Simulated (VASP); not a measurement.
Set up this calculation in VASP 6.6.1, as the native input.

```
Task                   : single point
Functional             : PBE
Potentials or basis    : VASP PAW PBE potentials, release 64 (Y_sv, N)
Cutoff                 : 600 eV
k mesh                 : 10 × 10 × 10
Occupations            : gaussian, width 0.01 eV
Spin                   : no spin polarisation
Dipole correction      : no
Further INCAR settings : ALGO = Normal; EDIFF = 1e-06; NBANDS = 15
```

The structure of YN (pbe) lies in POSCAR:

```
YN
1.0
    0.0000000000      2.4284844019      2.4663056429
    2.4284844019      0.0000000000      2.4663056429
    2.4284844019      2.4284844019      0.0000000000
Y N
1 1
Direct
    0.0000000000      0.0000000000      0.0000000000
    0.5000000000      0.5000000000      0.5000000000
```

This cell differs from its parent crystal: strained cell.

The input as run:

INCAR

```
PREC = Accurate ; ENCUT = 600
EDIFF = 1E-6 ; ISMEAR = 0
SIGMA = 0.01 ; LREAL = False
LASPH = True ; NELM = 120
ALGO = Normal ; ISIF = 2
LWAVE = False ; LCHARG = False
GGA = PE ; NBANDS = 15
GGA_COMPAT = False
```

KPOINTS

```
Automatic mesh
0
Gamma
  10 10 10
```

Potentials or basis: VASP PAW PBE potentials, release 64 (Y_sv, N).

Command:

```sh
$ cat potpaw_PBE.64/Y_sv/POTCAR potpaw_PBE.64/N/POTCAR > POTCAR
$ mpirun -np 1 vasp_std > vasp.out
```

It gave:

The pressure is 2.3 GPa. The band gap on the k mesh is 0.15 eV, indirect (least direct gap 0.53 eV).

Caveat: the cell differs from its parent crystal (strained cell).

Wall time 2.5 min on 1 thread of AMD EPYC 7R13, on a shared host, peak memory 0.19 GiB.
